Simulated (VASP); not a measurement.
Wanted: the native input for a VASP 6.6.1 run.

```yaml
Task: single point
Functional: HSE06
Potentials_or_basis: VASP PAW PBE potentials, release 64 (Al, N)
Cutoff: 520 eV
k_mesh: 4 × 4 × 4
Occupations: fermi-dirac, width 0.05 eV
Spin: no spin polarisation
Dipole_correction: no
Grid_for_exact_exchange_PRECFOCK: Normal
Further_INCAR_settings: ALGO = Normal; EDIFF = 1e-07; NBANDS = 11
Screening_parameter: 0.2079 1/Å
```

AlN (zinc blende type):

```xyz
2
Lattice="0.0000 2.1627 2.1627 2.1627 0.0000 2.1627 2.1627 2.1627 0.0000" Properties=species:S:1:pos:R:3 pbc="T T T"
Al    0.0000    0.0000    0.0000
N     1.0814    1.0814    1.0814
```

The input as run:

POSCAR

```
AlN
1.0
    0.0000000000      2.1627046595      2.1627046595
    2.1627046595      0.0000000000      2.1627046595
    2.1627046595      2.1627046595      0.0000000000
Al N
1 1
Direct
    0.0000000000      0.0000000000      0.0000000000
    0.2500000000      0.2500000000      0.2500000000
```

INCAR.step1

```
SYSTEM = AlN
PREC     = Accurate       ! precision mode
ENCUT    = 520            ! plane-wave cutoff, eV
EDIFF    = 1E-5           ! SCF threshold, eV
ISMEAR   = -1             ! smearing method
SIGMA    = 0.05           ! smearing width, eV
LREAL    = .False.        ! projectors in reciprocal space
LASPH    = .True.         ! aspherical terms in the spheres
NELM     = 100            ! most SCF steps
ALGO     = Normal         ! electronic algorithm
ISIF     = 2              ! what is computed and relaxed
LWAVE    = .True.         ! write WAVECAR
LCHARG   = .False.        ! write CHGCAR
GGA      = PE             ! functional
NBANDS   = 11             ! bands
```

INCAR.step2

```
SYSTEM = AlN
PREC     = Accurate       ! precision mode
ENCUT    = 520            ! plane-wave cutoff, eV
EDIFF    = 1E-7           ! SCF threshold, eV
ISMEAR   = -1             ! smearing method
SIGMA    = 0.05           ! smearing width, eV
LREAL    = .False.        ! projectors in reciprocal space
LASPH    = .True.         ! aspherical terms in the spheres
NELM     = 100            ! most SCF steps
ALGO     = Normal         ! electronic algorithm
ISIF     = 2              ! what is computed and relaxed
LWAVE    = .False.        ! write WAVECAR
LCHARG   = .False.        ! write CHGCAR
GGA      = PE             ! functional
LHFCALC  = .True.         ! exact exchange
HFSCREEN = 0.2079         ! screening, 1/A
PRECFOCK = Normal       
ISTART   = 1            
NBANDS   = 11             ! bands
```

KPOINTS

```
Automatic mesh
0
Gamma
  4 4 4
  0 0 0
```

Potentials or basis: VASP PAW PBE potentials, release 64 (Al, N).

Launch:

```bash
$ cat potpaw_PBE.64/Al/POTCAR potpaw_PBE.64/N/POTCAR > POTCAR
$ cp INCAR.step1 INCAR
$ mpirun -np 1 vasp_std > vasp.out
$ cp INCAR.step2 INCAR
$ mpirun -np 1 vasp_std > vasp.out
```

Results of the run:

```json
{
 "Pressure": "6.1 GPa",
 "Band gap on the k mesh": "4.58 eV, indirect (least direct gap 5.86 eV)"
}
```

Caveat: the k points lie up to 0.63 Å⁻¹ apart; the PAW data sets were made with another functional, which shifts forces and pressure a little.

Wall time 3.4 min on 1 thread of AMD EPYC 7571, with other jobs on the host, peak memory 0.2 GiB.
